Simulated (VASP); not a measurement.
Input of a VASP 6.6.1 run:

INCAR

```
SYSTEM = SnTe
  PREC = Accurate
  ENCUT = 520
  EDIFF = 1E-6
  ISMEAR = -1
  SIGMA = 0.08
  LREAL = .False.
  LASPH = .True.
  NELM = 80
  ALGO = Normal
  ISIF = 2
  LWAVE = .False.
  LCHARG = .False.
  GGA = PS
  NBANDS = 17
```

KPOINTS

```
regular mesh
0
Gamma
  11 11 11
  0 0 0
```

File POSCAR:

```
SnTe
1.0
    0.0000000000      3.0122120271      3.0122120271
    3.0122120271      0.0000000000      3.0122120271
    3.0122120271      3.0122120271      0.0000000000
Sn Te
1 1
Direct
    0.0000000000      0.0000000000      0.0000000000
    0.5000000000      0.5000000000      0.5000000000
```

Potentials or basis: VASP PAW PBE potentials, release 64 (Sn_d, Te).

Command:

```bash
$ cat potpaw_PBE.64/Sn_d/POTCAR potpaw_PBE.64/Te/POTCAR > POTCAR
$ mpirun -np 1 vasp_std > vasp.out
```

Problem. Estimate the pressure.

Solution. 8.0 GPa.

Caveat: the PAW data sets were made with another functional, which shifts forces and pressure a little.
